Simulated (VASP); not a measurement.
# SnTe (wurtzite type) (P6_3mc) in VASP: a series of runs

Runs on SnTe (wurtzite type). Level: PBE. Tasks: single point.

All numbers are computed with VASP 6.6.1; they aren't measurements. Logs are shortened: lines on timing, memory, paths and dates and some standing lists are left out, and cuts for length are marked.

**1. The cell of the first run**

The structure is hexagonal, space group P6_3mc (No. 186). Conventional cell: a = 2.908 Å, b = 2.908 Å, c = 10.481 Å, α = 90.00°, β = 90.00°, γ = 120.00°. Sn (site symmetry 3m) has 4 Te at 2.69 to 3.05 Å and 6 Sn at 2.91 Å within 3.5 Å. Within 3.5 Å of Te (site symmetry 3m) lie 4 Sn at 2.69 to 3.05 Å and 6 Te at 2.91 Å.

**2. Single point, PBE**

INCAR reads:

```
PREC = Accurate
ENCUT = 520
EDIFF = 1E-7
ISMEAR = -1
SIGMA = 0.08
LREAL = False
LASPH = True
NELM = 60
ALGO = Normal
ISIF = 2
LWAVE = False
LCHARG = False
GGA = PE
NBANDS = 28
```

KPOINTS reads:

```
Automatic mesh
0
Gamma
  10 10 5
```

POSCAR reads:

```
SnTe
1.0
    2.9078965289      0.0000000000      0.0000000000
   -1.4539482644      2.5183122656      0.0000000000
    0.0000000000      0.0000000000     10.4814857997
Sn Te
2 2
Direct
    0.3333333333      0.6666666667      0.0596031495
    0.6666666667      0.3333333333      0.5596031495
    0.3333333333      0.6666666667      0.3163968505
    0.6666666667      0.3333333333      0.8163968505
```

Potentials or basis: VASP PAW PBE potentials, release 64 (Sn_d, Te).

On the command line:

```sh
> cat potpaw_PBE.64/Sn_d/POTCAR potpaw_PBE.64/Te/POTCAR > POTCAR
> mpirun -np 1 vasp_std > vasp.out
```

OUTCAR:

```text
PREC = Accurate
   ENCUT = 520
   EDIFF = 1E-7
   ISMEAR = -1
   LREAL = False
   LASPH = True
   NELM = 60
   ISIF = 2
   GGA = PE

 ion  position               nearest neighbor table
   1  0.333  0.667  0.060-   3 2.69   4 3.05   4 3.05   4 3.05
   2  0.667  0.333  0.560-   4 2.69   3 3.05   3 3.05   3 3.05
   3  0.333  0.667  0.316-   1 2.69   2 3.05   2 3.05   2 3.05
   4  0.667  0.333  0.816-   2 2.69   1 3.05   1 3.05   1 3.05

  LATTYP: Found a hexagonal cell.
 ALAT       =     2.9078965289
 C/A-ratio  =     3.6044906328

  Lattice vectors:

 A1 = (   2.9078965289,   0.0000000000,   0.0000000000)
 A2 = (  -1.4539482644,   2.5183122656,   0.0000000000)
 A3 = (   0.0000000000,   0.0000000000,  10.4814857997)

Analysis of symmetry for initial positions (statically):
=====================================================================
 Subroutine PRICEL returns:
 Original cell was already a primitive cell.

 Routine SETGRP: Setting up the symmetry group for a
 hexagonal supercell.

 Subroutine GETGRP returns: Found 12 space group operations
 (whereof  6 operations were pure point group operations)
 out of a pool of 24 trial point group operations.

The static configuration has the point symmetry C_3v.
 The point group associated with its full space group is C_6v.

Analysis of symmetry for dynamics (positions and initial velocities):
=====================================================================
 Subroutine PRICEL returns:
 Original cell was already a primitive cell.

 Routine SETGRP: Setting up the symmetry group for a
 hexagonal supercell.

 Subroutine GETGRP returns: Found 12 space group operations
 (whereof  6 operations were pure point group operations)
 out of a pool of 24 trial point group operations.

The dynamic configuration has the point symmetry C_3v.
 The point group associated with its full space group is C_6v.

 Subroutine INISYM returns: Found 12 space group operations
 (whereof  6 operations are pure point group operations),
 and found     1 'primitive' translations

----------------------------------------------------------------------------------------

                                     Primitive cell

  volume of cell :      76.7558

  direct lattice vectors                    reciprocal lattice vectors
[... 89 lines left out ...]
   ENCUT  =  520.0 eV  38.22 Ry    6.18 a.u.   5.41  5.41 19.49*2*pi/ulx,y,z
   NELM   =     60;   NELMIN=  2; NELMDL= -5     # of ELM steps
   EDIFF  = 0.1E-06   stopping-criterion for ELM
   LREAL  =      F    real-space projection
   EDIFFG = 0.1E-05   stopping-criterion for IOM
   NSW    =      0    number of steps for IOM
   IBRION =     -1    ionic relax: 0-MD 1-quasi-New 2-CG
   NFREE  =      0    steps in history (QN), initial steepest desc. (CG)
   ISIF   =      2    stress and relaxation
   ISYM   =      2    0-nonsym 1-usesym 2-fastsym
   POTIM  = 0.5000    time-step for ionic-motion
   TEBEG  =    0.0;   TEEND  =   0.0 temperature during run
   PSTRESS=    0.0 pullay stress
   NELECT =      40.0000    total number of electrons
   NUPDOWN=      -1.0000    fix difference up-down
   EMIN   =  10.00;   EMAX   =-10.00  energy-range for DOS
   EFERMI =   0.00;   METHOD = LEGACY
   ISMEAR =    -1;   SIGMA  =   0.08  broadening in eV -4-tet -1-fermi 0-gaus
   EFERMI_NEDOS =   21; number of points for ismear=-14 and -15
   IALGO  =     38    algorithm
   IMIX   =      4    mixing-type and parameters
     AMIX     =   0.40;   BMIX     =  1.00
     AMIX_MAG =   1.60;   BMIX_MAG =  1.00
  volume/ion in A,a.u.               =      19.19       129.49
  Fermi-wavevector in a.u.,A,eV,Ry     =   1.317420  2.489563 23.614222  1.735596
  Thomas-Fermi vector in A             =   2.447463
   LORBIT       =      0    0 simple, 1 ext, 2 COOP (PROOUT), +10 PAW based schemes
   GGA     = PE    functional components
   LHFCALC =     F    Hartree Fock is set to
   AEXX    =    0.0000 exact exchange contribution
   IVDW    =     0    specifies the selected vdW correction
   LEPSILON=     F    determine dielectric tensor
   LRPA    =     F    only Hartree local field effects (RPA)
 non-spin polarized calculation
  energy-cutoff  :      520.00
  volume of cell :       76.76
 maximum number of plane-waves:      2151
 NGX is ok and might be reduce to    24
   NGX = 11   NGY = 11   NGZ = 39

 number of electron      40.0000005 magnetization

 Free energy of the ion-electron system (eV)
  ---------------------------------------------------
  ext. energy  EPLUGINS =         0.00000000
  ---------------------------------------------------
  free energy    TOTEN  =        -8.86124766 eV

  energy without entropy =       -8.83374755  energy(sigma->0) =       -8.84749760

 E-fermi :  13.7582     XC(G=0): -11.9740

 val. band max:       13.6705044102   @ k =   0.2000  -0.0000   0.0000
 cond. band min:      13.7705620332   @ k =   0.2000   0.1000   0.0000
 fundamental gap:      0.1000576229
 Fermi energy:        13.7582104635

 k-point     1 :       0.0000    0.0000    0.0000
  band No.  band energies     occupation
      1      -8.4492      2.00000
      2      -8.4270      2.00000
      3      -8.2665      2.00000
      4      -8.2665      2.00000
      5      -8.2665      2.00000
      6      -8.2665      2.00000
[... 733 lines left out ...]
     27      18.8651      0.00000
     28      20.8135      0.00000

 [... further k-points ...]

------------------------ aborting loop because EDIFF is reached ----------------------------------------

  FORCE on cell =-STRESS in cart. coord.  units (eV):
  Direction    XX          YY          ZZ          XY          YZ          ZX
  --------------------------------------------------------------------------------------
  -------------------------------------------------------------------------------------
  Total       26.3968762     26.3968762     26.4151442      0.0000000      0.0000000      0.0000000
  in kB      551.0001768    551.0001768    551.3814972      0.0000000      0.0000000      0.0000000
  external PRESSURE =     551.1272836 kB  Pullay stress =       0.0000000 kB

 VOLUME and BASIS-vectors are now :
 -----------------------------------------------------------------------------
  energy-cutoff  :      520.00
  volume of cell :       76.76
      direct lattice vectors                 reciprocal lattice vectors
     2.907896529  0.000000000  0.000000000     0.343891191  0.198545672  0.000000000
    -1.453948264  2.518312266  0.000000000     0.000000000  0.397091343  0.000000000
     0.000000000  0.000000000 10.481485800     0.000000000  0.000000000  0.095406321

 POSITION                                       TOTAL-FORCE (eV/Angst)
 -----------------------------------------------------------------------------------
     -0.00000      1.67887      0.62473         0.000000      0.000000     -0.014199
      1.45395      0.83944      5.86547        -0.000000     -0.000000     -0.014199
     -0.00000      1.67887      3.31631        -0.000000      0.000000      0.014199
      1.45395      0.83944      8.55705         0.000000      0.000000      0.014199
 -----------------------------------------------------------------------------------
    total drift:                               -0.000000      0.000000      0.000537

  FREE ENERGIE OF THE ION-ELECTRON SYSTEM (eV)
  ---------------------------------------------------
  free  energy   TOTEN  =        -8.8612476570 eV

  energy  without entropy=       -8.8337475527  energy(sigma->0) =       -8.84749760
```

OSZICAR:

```text
N       E                     dE             d eps       ncg     rms          rms(c)
DAV:   1     0.371412297533E+03    0.37141E+03   -0.18957E+04  2436   0.205E+03
DAV:   2     0.369655311417E+02   -0.33445E+03   -0.32542E+03  2384   0.509E+02
DAV:   3    -0.702096116698E+01   -0.43986E+02   -0.42597E+02  2820   0.151E+02
DAV:   4    -0.898296926315E+01   -0.19620E+01   -0.19478E+01  2852   0.322E+01
DAV:   5    -0.904066986118E+01   -0.57701E-01   -0.57688E-01  3380   0.585E+00    0.190E+01
DAV:   6    -0.889545345217E+01    0.14522E+00   -0.28860E-01  2776   0.253E+00    0.119E+01
DAV:   7    -0.886283325011E+01    0.32620E-01   -0.89798E-02  3364   0.305E+00    0.628E-01
DAV:   8    -0.886145191798E+01    0.13813E-02   -0.10104E-02  2792   0.815E-01    0.247E-01
DAV:   9    -0.886128156151E+01    0.17036E-03   -0.86309E-04  3260   0.300E-01    0.125E-01
DAV:  10    -0.886125340786E+01    0.28154E-04   -0.10806E-04  3348   0.111E-01    0.241E-02
DAV:  11    -0.886124880531E+01    0.46026E-05   -0.13385E-05  2768   0.246E-02    0.533E-03
DAV:  12    -0.886124775492E+01    0.10504E-05   -0.26937E-06  3092   0.183E-02    0.249E-03
DAV:  13    -0.886124765702E+01    0.97893E-07   -0.11423E-07  1784   0.244E-03
   1 F= -.88612477E+01 E0= -.88474976E+01  d E =-.275001E-01
```

stdout:

```text
POSCAR found type information on POSCAR SnTe
 POSCAR found :  2 types and       4 ions
 scaLAPACK will be used
 LDA part: xc-table for (Slater+PW92), standard interpolation
 POSCAR, INCAR and KPOINTS ok, starting setup
 FFT: planning ... GRIDC
 FFT: planning ... GRID_SOFT
 FFT: planning ... GRID
 WAVECAR not read
 entering main loop
```

It took 35 s on 1 thread of Intel Xeon 6975P-C (Granite Rapids), shared host; peak memory 0.24 GiB.

What came out:

```
Free energy            : -8.8612 eV
Pressure               : 55.1 GPa
Largest force          : 0.014 eV/Å
Band gap on the k mesh : zero (bands 20 and 21 overlap by 8.18 eV)
```

Forces on the atoms (eV/Å):
```
Sn   0.000  0.000 -0.014
Sn   0.000  0.000 -0.014
Te   0.000  0.000  0.014
Te   0.000  0.000  0.014
```

Caveat: the cell stands under pressure; spin-orbit coupling is left out, which moves the levels of the heavy elements.

(Continued in part 2 of 2.)
